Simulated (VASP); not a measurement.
TiC:

```
Ti C
1.0
     0.00000    2.16572    2.16572
     2.16572    0.00000    2.16572
     2.16572    2.16572    0.00000
Ti C
1 1
Direct
  0.00000 0.00000 0.00000
  0.50000 0.50000 0.50000
```

```yaml
Program: VASP 6.6.1
Task: relaxation of cell and atoms
Functional: BLYP
Potentials_or_basis: VASP PAW PBE potentials, release 64 (Ti_sv, C)
Cutoff: 600 eV
k_mesh: 11 × 11 × 11
Occupations: fermi-dirac, width 0.05 eV
Spin: no spin polarisation
```

At the start: pressure 8.7 GPa; volume 10.16 Å³/atom.

Question: How do energy, volume and symmetry change on relaxing?

Answer: Over 3 steps the energy falls by 9.7 meV/atom and the volume is 10.53 Å³/atom (+3.7 %); space group Fm-3m (No. 225, to 0.05 Å).

The path:
```tsv
step	energy change (eV)	largest force (eV/Å)	pressure (GPa)	volume (Å³)
1	0.0000	0.0000	8.75	20.32
2	0.0085	0.0000	-9.18	21.99
3	-0.0195	0.0000	-0.11	21.06
```

Final structure:
```
Ti C
1.0
     0.00000    2.19176    2.19176
     2.19176    0.00000    2.19176
     2.19176    2.19176    0.00000
Ti C
1 1
Direct
  0.00000 0.00000 0.00000
  0.50000 0.50000 0.50000
```

Caveat: the PAW data sets were made with another functional, which shifts forces and pressure a little.
